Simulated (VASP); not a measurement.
# B2W (P6/mmm) in VASP: further runs

Runs on B2W. Level: LDA. Tasks: single point.

All numbers are computed with VASP 6.6.1; they aren't measurements. Logs are shortened: lines on timing, memory, paths and dates and some standing lists are left out, and cuts for length are marked.

## 1. The cell of the first run

The structure is hexagonal, space group P6/mmm (No. 191). Conventional cell: a = 3.020 Å, b = 3.020 Å, c = 3.050 Å, α = 90.00°, β = 90.00°, γ = 120.00°. Within 2.4 Å of B (site symmetry -6m2) lie 3 B at 1.74 Å and 6 W at 2.32 Å. W (site symmetry 6/mmm) has 12 B at 2.32 Å and 8 W at 3.02 to 3.05 Å within 3.1 Å.

## 2. Single point, LDA

Input file INCAR:

```
SYSTEM = B2W
PREC = Accurate
ENCUT = 520
EDIFF = 1E-6
ISMEAR = 0
SIGMA = 0.1
LREAL = .FALSE.
LASPH = .TRUE.
NELM = 60
ALGO = Normal
ISIF = 2
LWAVE = .FALSE.
LCHARG = .FALSE.
NBANDS = 17
```

Input file KPOINTS:

```
regular mesh
0
G
  6 6 6
  0 0 0
```

Input file POSCAR:

```
B2W
1.0
    3.0200014205      0.0000000000      0.0000000000
   -1.5100007103      2.6153979496      0.0000000000
    0.0000000000      0.0000000000      3.0500000000
B W
2 1
Direct
    0.3333333333      0.6666666667      0.5000000000
    0.6666666667      0.3333333333      0.5000000000
    0.0000000000      0.0000000000      0.0000000000
```

Potentials or basis: VASP PAW LDA potentials, release 64 (B, W_sv).

The run is started by

```
$ cat potpaw_LDA.64/B/POTCAR potpaw_LDA.64/W_sv/POTCAR > POTCAR
$ mpirun -np 1 vasp_std > vasp.out
```

OUTCAR:

```text
SYSTEM = B2W
   PREC = Accurate
   ENCUT = 520
   EDIFF = 1E-6
   ISMEAR = 0
   LREAL = .FALSE.
   LASPH = .TRUE.
   NELM = 60
   ISIF = 2

 ion  position               nearest neighbor table
   1  0.333  0.667  0.500-   2 1.74   2 1.74   2 1.74   3 2.32   3 2.32   3 2.32   3 2.32   3 2.32
                             3 2.32
   2  0.667  0.333  0.500-   1 1.74   1 1.74   1 1.74   3 2.32   3 2.32   3 2.32   3 2.32   3 2.32
                             3 2.32
   3  0.000  0.000  0.000-   1 2.32   2 2.32   1 2.32   2 2.32   2 2.32   2 2.32   1 2.32   1 2.32
                             2 2.32   2 2.32   1 2.32   1 2.32

  LATTYP: Found a hexagonal cell.
 ALAT       =     3.0200014205
 C/A-ratio  =     1.0099332998

  Lattice vectors:

 A1 = (   3.0200014205,   0.0000000000,   0.0000000000)
 A2 = (  -1.5100007103,   2.6153979496,   0.0000000000)
 A3 = (   0.0000000000,   0.0000000000,   3.0500000000)

Analysis of symmetry for initial positions (statically):
=====================================================================
 Subroutine PRICEL returns:
 Original cell was already a primitive cell.

 Routine SETGRP: Setting up the symmetry group for a
 hexagonal supercell.

 Subroutine GETGRP returns: Found 24 space group operations
 (whereof 24 operations were pure point group operations)
 out of a pool of 24 trial point group operations.

The static configuration has the point symmetry D_6h.

Analysis of symmetry for dynamics (positions and initial velocities):
=====================================================================
 Subroutine PRICEL returns:
 Original cell was already a primitive cell.

 Routine SETGRP: Setting up the symmetry group for a
 hexagonal supercell.

 Subroutine GETGRP returns: Found 24 space group operations
 (whereof 24 operations were pure point group operations)
 out of a pool of 24 trial point group operations.

The dynamic configuration has the point symmetry D_6h.

 Subroutine INISYM returns: Found 24 space group operations
 (whereof 24 operations are pure point group operations),
 and found     1 'primitive' translations

----------------------------------------------------------------------------------------

                                     Primitive cell

  volume of cell :      24.0904

  direct lattice vectors                    reciprocal lattice vectors
     3.020001420  0.000000000  0.000000000     0.331125672  0.191175496  0.000000000
    -1.510000710  2.615397950  0.000000000     0.000000000  0.382350992  0.000000000
     0.000000000  0.000000000  3.050000000     0.000000000  0.000000000  0.327868852

  length of vectors
     3.020001420  3.020001421  3.050000000     0.382350992  0.382350992  0.327868852

  position of ions in fractional coordinates (direct lattice)
     0.333333333  0.666666667  0.500000000
     0.666666667  0.333333333  0.500000000
     0.000000000  0.000000000  0.000000000

  ion indices of the primitive-cell ions
   primitive index   ion index
                 1           1
                 2           2
                 3           3

----------------------------------------------------------------------------------------

 KPOINTS: regular mesh

Automatic generation of k-mesh.
 Grid dimensions read from file:
 generate k-points for:    6    6    6

 Generating k-lattice:

  Cartesian coordinates                     Fractional coordinates (reciprocal lattice)
     0.055187612  0.031862583  0.000000000     0.166666667 -0.000000000  0.000000000
     0.000000000  0.063725165  0.000000000     0.000000000  0.166666667  0.000000000
     0.000000000  0.000000000  0.054644809     0.000000000  0.000000000  0.166666667

  Length of vectors
     0.063725165  0.063725165  0.054644809

  Shift w.r.t. Gamma in fractional coordinates (k-lattice)
     0.000000000  0.000000000  0.000000000

 Subroutine IBZKPT returns following result:
 ===========================================

 Found     28 irreducible k-points:

 Following reciprocal coordinates:
            Coordinates               Weight
  0.000000  0.000000  0.000000      1.000000
  0.166667 -0.000000  0.000000      6.000000
  0.333333  0.000000  0.000000      6.000000
  0.500000  0.000000  0.000000      3.000000
  0.166667  0.166667  0.000000      6.000000
  0.333333  0.166667  0.000000     12.000000
[... 16 lines left out ...]
  0.166667 -0.000000  0.500000      6.000000
  0.333333  0.000000  0.500000      6.000000
 [... further k-points ...]
   k-points           NKPTS =     28   k-points in BZ     NKDIM =     28   number of bands    NBANDS=     17
   number of dos      NEDOS =    301   number of ions     NIONS =      3
   total plane-waves  NPLWV =  13824
   dimension x,y,z NGX =    24 NGY =   24 NGZ =   24
   dimension x,y,z NGXF=    48 NGYF=   48 NGZF=   48
   ions per type =               2   1
   NGX,Y,Z   is equivalent  to a cutoff of  13.21, 13.21, 13.08 a.u.
   NGXF,Y,Z  is equivalent  to a cutoff of  26.42, 26.42, 26.16 a.u.
 SYSTEM =  B2W
   PREC   = accura    normal or accurate (medium, high low for compatibility)
   ISTART =      0    job   : 0-new  1-cont  2-samecut
   ICHARG =      2    charge: 1-file 2-atom 10-const
   ISPIN  =      1    spin polarized calculation?
   LNONCOLLINEAR =      F non collinear calculations
   LSORBIT =      F    spin-orbit coupling
   LASPH  =      T    aspherical Exc in radial PAW
   ENCUT  =  520.0 eV  38.22 Ry    6.18 a.u.   5.62  5.62  5.67*2*pi/ulx,y,z
   NELM   =     60;   NELMIN=  2; NELMDL= -5     # of ELM steps
   EDIFF  = 0.1E-05   stopping-criterion for ELM
   LREAL  =      F    real-space projection
   EDIFFG = 0.1E-04   stopping-criterion for IOM
   NSW    =      0    number of steps for IOM
   IBRION =     -1    ionic relax: 0-MD 1-quasi-New 2-CG
   NFREE  =      0    steps in history (QN), initial steepest desc. (CG)
   ISIF   =      2    stress and relaxation
   ISYM   =      2    0-nonsym 1-usesym 2-fastsym
   POTIM  = 0.5000    time-step for ionic-motion
   TEBEG  =    0.0;   TEEND  =   0.0 temperature during run
   PSTRESS=    0.0 pullay stress
   NELECT =      20.0000    total number of electrons
   NUPDOWN=      -1.0000    fix difference up-down
   EMIN   =  10.00;   EMAX   =-10.00  energy-range for DOS
   EFERMI =   0.00;   METHOD = LEGACY
   ISMEAR =     0;   SIGMA  =   0.10  broadening in eV -4-tet -1-fermi 0-gaus
   EFERMI_NEDOS =   21; number of points for ismear=-14 and -15
   IALGO  =     38    algorithm
   IMIX   =      4    mixing-type and parameters
     AMIX     =   0.40;   BMIX     =  1.00
     AMIX_MAG =   1.60;   BMIX_MAG =  1.00
  volume/ion in A,a.u.               =       8.03        54.19
  Fermi-wavevector in a.u.,A,eV,Ry     =   1.538638  2.907605 32.210544  2.367408
  Thomas-Fermi vector in A             =   2.644979
   LORBIT       =      0    0 simple, 1 ext, 2 COOP (PROOUT), +10 PAW based schemes
   GGA     = CA    functional components
   LHFCALC =     F    Hartree Fock is set to
   AEXX    =    0.0000 exact exchange contribution
   IVDW    =     0    specifies the selected vdW correction
   LEPSILON=     F    determine dielectric tensor
   LRPA    =     F    only Hartree local field effects (RPA)
 non-spin polarized calculation
 Gauss-broadening in eV      SIGMA  =   0.10
  energy-cutoff  :      520.00
  volume of cell :       24.09
 maximum number of plane-waves:       672
 NGX is ok and might be reduce to    24
   NGX = 11   NGY = 11   NGZ = 11

 number of electron      19.9999997 magnetization

 Free energy of the ion-electron system (eV)
  ---------------------------------------------------
  ext. energy  EPLUGINS =         0.00000000
  ---------------------------------------------------
  free energy    TOTEN  =       -29.23643966 eV

  energy without entropy =      -29.22602578  energy(sigma->0) =      -29.23123272

 E-fermi :  13.5584     XC(G=0): -14.1576

 val. band max:       13.5520377733   @ k =   0.3333   0.0000   0.1667
 cond. band min:      13.7222695851   @ k =   0.1667  -0.0000   0.5000
 fundamental gap:      0.1702318118
 Fermi energy:        13.5584454080

 k-point     1 :       0.0000    0.0000    0.0000
  band No.  band energies     occupation
      1     -61.0350      2.00000
      2     -25.6812      2.00000
      3     -25.3569      2.00000
      4     -25.3569      2.00000
      5      -2.9596      2.00000
      6       7.3751      2.00000
[... 9 lines left out ...]
     16      17.5008      0.00000
     17      21.2272      0.00000

 k-point     2 :       0.1667   -0.0000    0.0000
  band No.  band energies     occupation
      1     -61.0256      2.00000
      2     -25.6573      2.00000
      3     -25.5165      2.00000
      4     -25.3942      2.00000
      5      -2.3223      2.00000
      6       6.2368      2.00000
[... 9 lines left out ...]
     16      19.9481      0.00000
     17      20.5042      0.00000

 k-point     3 :       0.3333    0.0000    0.0000
  band No.  band energies     occupation
      1     -61.0066      2.00000
      2     -25.8239      2.00000
      3     -25.6089      2.00000
      4     -25.4680      2.00000
      5      -0.6847      2.00000
      6       4.1542      2.00000
[... 9 lines left out ...]
     16      22.7556      0.00000
     17      23.9177      0.00000

 k-point     4 :       0.5000    0.0000    0.0000
  band No.  band energies     occupation
      1     -60.9972      2.00000
      2     -25.9722      2.00000
      3     -25.5846      2.00000
      4     -25.5044      2.00000
      5       0.8764      2.00000
      6       2.5191      2.00000
[... 9 lines left out ...]
     16      23.2566      0.00000
     17      27.2806      0.00000
[... 343 lines left out ...]
      1     -61.0172      2.00000
      2     -26.1202      2.00000
      3     -25.3160      2.00000
      4     -25.3160      2.00000
      5       0.6204      2.00000
      6       2.2489      2.00000
[... 9 lines left out ...]
     16      24.5961      0.00000
     17      26.3178      0.00000

 k-point    23 :       0.1667   -0.0000    0.5000
  band No.  band energies     occupation
      1     -61.0078      2.00000
      2     -26.0887      2.00000
      3     -25.4690      2.00000
      4     -25.3507      2.00000
      5       0.6117      2.00000
      6       3.1558      2.00000
[... 9 lines left out ...]
     16      23.8424      0.00000
     17      26.1588      0.00000

 k-point    24 :       0.3333    0.0000    0.5000
  band No.  band energies     occupation
      1     -60.9890      2.00000
      2     -26.0249      2.00000
      3     -25.7645      2.00000
      4     -25.4193      2.00000
      5       0.6280      2.00000
      6       5.0800      2.00000
[... 9 lines left out ...]
     16      24.7717      0.00000
     17      25.4012      0.00000

 [... further k-points ...]
[... 5 lines left out ...]
  --------------------------------------------------------------------------------------
  -------------------------------------------------------------------------------------
  Total        3.0020758      3.0020758      5.0363198     -0.0000000     -0.0000000      0.0000000
  in kB      199.6583474    199.6583474    334.9493294     -0.0000000     -0.0000000      0.0000000
  external PRESSURE =     244.7553414 kB  Pullay stress =       0.0000000 kB

 VOLUME and BASIS-vectors are now :
 -----------------------------------------------------------------------------
  energy-cutoff  :      520.00
  volume of cell :       24.09
      direct lattice vectors                 reciprocal lattice vectors
     3.020001420  0.000000000  0.000000000     0.331125672  0.191175496  0.000000000
    -1.510000710  2.615397950  0.000000000     0.000000000  0.382350992  0.000000000
     0.000000000  0.000000000  3.050000000     0.000000000  0.000000000  0.327868852

 POSITION                                       TOTAL-FORCE (eV/Angst)
 -----------------------------------------------------------------------------------
     -0.00000      1.74360      1.52500         0.000000     -0.000000      0.000000
      1.51000      0.87180      1.52500        -0.000000      0.000000     -0.000000
      0.00000      0.00000      0.00000         0.000000      0.000000      0.000000
 -----------------------------------------------------------------------------------
    total drift:                               -0.000000      0.000000      0.000000

  FREE ENERGIE OF THE ION-ELECTRON SYSTEM (eV)
  ---------------------------------------------------
  free  energy   TOTEN  =       -29.2364396561 eV

  energy  without entropy=      -29.2260257762  energy(sigma->0) =      -29.23123272
```

Wall time 9.8 s (1 thread of AMD EPYC 7R13, shared host); peak memory 0.1 GiB.

What came out:

* Free energy: -29.2364 eV
* Pressure: 24.5 GPa
* Band gap on the k mesh: zero (bands 10 and 11 overlap by 4.76 eV)

Stress tensor (GPa, compression positive):
```
19.97  0.00  0.00
 0.00 19.97  0.00
 0.00  0.00 33.49
```

Levels at points of the mesh, in eV from the Fermi level:
| k point | band 6 | band 7 | band 8 | band 9 | band 10 | band 11 | band 12 | band 13 | band 14 | band 15 |
| --- | --- | --- | --- | --- | --- | --- | --- | --- | --- | --- |
| (0.00, 0.00, 0.00) | -6.18 | -6.18 | -6.09 | -3.61 | 0.45 | 0.45 | 3.43 | 3.43 | 3.57 | 3.57 |
| (0.50, 0.00, 0.00) | -11.04 | -6.34 | -6.29 | -5.42 | -0.56 | 1.54 | 1.58 | 2.39 | 5.92 | 7.26 |
| (0.00, 0.00, 0.50) | -11.31 | -3.63 | -3.63 | -2.91 | -2.91 | -2.58 | -2.58 | 0.85 | 3.39 | 8.03 |
| (0.50, 0.00, 0.50) | -9.17 | -8.09 | -7.90 | -4.90 | 2.18 | 2.18 | 3.41 | 5.31 | 5.50 | 6.16 |

Caveat: the k points lie up to 0.40 Å⁻¹ apart, too coarse for converged energies and pressures of a metal; spin-orbit coupling is left out, which moves the levels of the heavy elements.

## 3. Single point, LDA

This run uses another cell than the first one, of 8.53 Å³/atom.

Input file INCAR:

```
PREC = Accurate ; ENCUT = 520
EDIFF = 1E-6 ; ISMEAR = 0
SIGMA = 0.1 ; LREAL = F
LASPH = T ; NELM = 100
ALGO = Normal ; ISIF = 2
LWAVE = F ; LCHARG = F
GGA = CA ; NBANDS = 17
```

Input file KPOINTS:

```
Automatic mesh
0
Gamma
  6 6 6
```

Input file POSCAR:

```
B2W
1.0
    2.9835855689      0.0000000000      0.0000000000
   -1.4917927845      2.5838608970      0.0000000000
    0.0000000000      0.0000000000      3.3181801608
B W
2 1
Direct
    0.3333333333      0.6666666667      0.5000000000
    0.6666666667      0.3333333333      0.5000000000
    0.0000000000      0.0000000000      0.0000000000
```

Potentials or basis: VASP PAW LDA potentials, release 64 (B, W_sv).

The run is started by

```
$ cat potpaw_LDA.64/B/POTCAR potpaw_LDA.64/W_sv/POTCAR > POTCAR
$ mpirun -np 1 vasp_std > vasp.out
```

OUTCAR:

```text
PREC = Accurate
   ENCUT = 520
   EDIFF = 1E-6
   ISMEAR = 0
   LREAL = F
   LASPH = T
   NELM = 100
   ISIF = 2
   GGA = CA

 ion  position               nearest neighbor table
   1  0.333  0.667  0.500-   2 1.72   2 1.72   2 1.72   3 2.39   3 2.39   3 2.39   3 2.39   3 2.39
                             3 2.39
   2  0.667  0.333  0.500-   1 1.72   1 1.72   1 1.72   3 2.39   3 2.39   3 2.39   3 2.39   3 2.39
                             3 2.39
   3  0.000  0.000  0.000-   1 2.39   2 2.39   1 2.39   2 2.39   1 2.39   1 2.39   2 2.39   2 2.39
                             2 2.39   2 2.39   1 2.39   1 2.39

  LATTYP: Found a hexagonal cell.
 ALAT       =     2.9835855689
 C/A-ratio  =     1.1121451301

  Lattice vectors:

 A1 = (   2.9835855689,   0.0000000000,   0.0000000000)
 A2 = (  -1.4917927845,   2.5838608970,   0.0000000000)
 A3 = (   0.0000000000,   0.0000000000,   3.3181801608)

Analysis of symmetry for initial positions (statically):
=====================================================================
 Subroutine PRICEL returns:
 Original cell was already a primitive cell.

 Routine SETGRP: Setting up the symmetry group for a
 hexagonal supercell.

 Subroutine GETGRP returns: Found 24 space group operations
 (whereof 24 operations were pure point group operations)
[... 164 lines left out ...]

  energy without entropy =      -29.41202219  energy(sigma->0) =      -29.41515908

 E-fermi :  12.5298     XC(G=0): -13.8415

 val. band max:       12.4794881653   @ k =   0.3333   0.0000   0.1667
 cond. band min:      12.6213036169   @ k =   0.5000  -0.0000   0.1667
 fundamental gap:      0.1418154516
 Fermi energy:        12.5297720779

 k-point     1 :       0.0000    0.0000    0.0000
  band No.  band energies     occupation
      1     -62.0724      2.00000
      2     -26.7020      2.00000
      3     -26.3059      2.00000
      4     -26.3059      2.00000
      5      -3.4109      2.00000
      6       6.6849      2.00000
[... 457 lines left out ...]
      4     -26.4022      2.00000
      5      -0.0897      2.00000
      6       4.5075      2.00000
[... 9 lines left out ...]
     16      23.0848      0.00000
     17      24.8735      0.00000

 [... further k-points ...]
[... 5 lines left out ...]
  --------------------------------------------------------------------------------------
  -------------------------------------------------------------------------------------
  Total        0.2499611      0.2499611      0.3209070     -0.0000000     -0.0000000      0.0000000
  in kB       15.6558065     15.6558065     20.0993576     -0.0000000     -0.0000000      0.0000000
  external PRESSURE =      17.1369902 kB  Pullay stress =       0.0000000 kB

 VOLUME and BASIS-vectors are now :
 -----------------------------------------------------------------------------
  energy-cutoff  :      520.00
  volume of cell :       25.58
      direct lattice vectors                 reciprocal lattice vectors
     2.983585569  0.000000000  0.000000000     0.335167193  0.193508869  0.000000000
    -1.491792785  2.583860897  0.000000000     0.000000000  0.387017738  0.000000000
     0.000000000  0.000000000  3.318180161     0.000000000  0.000000000  0.301370014

 POSITION                                       TOTAL-FORCE (eV/Angst)
 -----------------------------------------------------------------------------------
     -0.00000      1.72257      1.65909         0.000000      0.000000      0.000000
      1.49179      0.86129      1.65909        -0.000000     -0.000000      0.000000
      0.00000      0.00000      0.00000         0.000000      0.000000      0.000000
 -----------------------------------------------------------------------------------
    total drift:                               -0.000000      0.000000      0.000000

  FREE ENERGIE OF THE ION-ELECTRON SYSTEM (eV)
  ---------------------------------------------------
  free  energy   TOTEN  =       -29.4182959622 eV

  energy  without entropy=      -29.4120221922  energy(sigma->0) =      -29.41515908
```

It took 12 s on 1 thread of AMD EPYC 7R13, shared host; peak memory 0.11 GiB.

Results:

```
Free energy            : -29.4183 eV
Pressure               : 1.7 GPa
Band gap on the k mesh : zero (bands 10 and 11 overlap by 3.52 eV)
```

Stress tensor (GPa, compression positive):
```
1.57 0.00 0.00
0.00 1.57 0.00
0.00 0.00 2.01
```

Levels at points of the mesh, in eV from the Fermi level:
| k point | band 8 | band 9 | band 10 | band 11 | band 12 | band 13 |
| --- | --- | --- | --- | --- | --- | --- |
| (0.00, 0.00, 0.00) | -5.02 | -4.43 | 0.49 | 0.49 | 2.40 | 2.40 |
| (0.50, 0.00, 0.00) | -5.65 | -4.89 | -0.62 | 1.15 | 2.27 | 2.93 |
| (0.00, 0.00, 0.50) | -2.36 | -2.27 | -2.27 | -2.24 | -2.24 | -0.88 |
| (0.50, 0.00, 0.50) | -7.05 | -4.51 | 0.89 | 2.59 | 3.70 | 4.61 |

Caveat: the k points lie up to 0.41 Å⁻¹ apart, too coarse for converged energies and pressures of a metal; spin-orbit coupling is left out, which moves the levels of the heavy elements.

The gap in the log of VASP goes by the Fermi energy; the results here count the filled bands.